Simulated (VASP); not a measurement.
Set up this calculation in VASP 6.6.1, as the native input.

- Task: single point
- Functional: LDA
- Potentials or basis: VASP PAW LDA potentials, release 64 (Mg)
- Cutoff: 520 eV
- k mesh: 12 × 12 × 8
- Occupations: fermi-dirac, width 0.15 eV
- Spin: no spin polarisation
- Dipole correction: no
- Further INCAR settings: ALGO = Normal; EDIFF = 1e-07; NBANDS = 9

The structure of Mg lies in POSCAR:

```
Mg
1.0
    3.1464917056      0.0000000000      0.0000000000
   -1.5732458528      2.7249417498      0.0000000000
    0.0000000000      0.0000000000      5.0492457860
Mg
2
Direct
    0.3333333333      0.6666666667      0.2500000000
    0.6666666667      0.3333333333      0.7500000000
```

These files were run (other wordings do the same):

INCAR

```
PREC = Accurate ; ENCUT = 520
EDIFF = 1E-7 ; ISMEAR = -1
SIGMA = 0.15 ; LREAL = False
LASPH = True ; NELM = 60
ALGO = Normal ; ISIF = 2
LWAVE = False ; LCHARG = False
NBANDS = 9
```

KPOINTS

```
regular mesh
0
Gamma
  12 12 8
```

Potentials or basis: VASP PAW LDA potentials, release 64 (Mg).

Run with:

```console
$ cat potpaw_LDA.64/Mg/POTCAR > POTCAR
$ mpirun -np 1 vasp_std > vasp.out
```

It gave:

```json
{
 "Pressure": "-0.3 GPa",
 "Band gap on the k mesh": "zero (bands 2 and 3 overlap by 2.15 eV)"
}
```

Run time: 16 s on 1 thread of AMD EPYC 7R13 Processor (Zen 3) (shared host), peak memory 0.13 GiB.
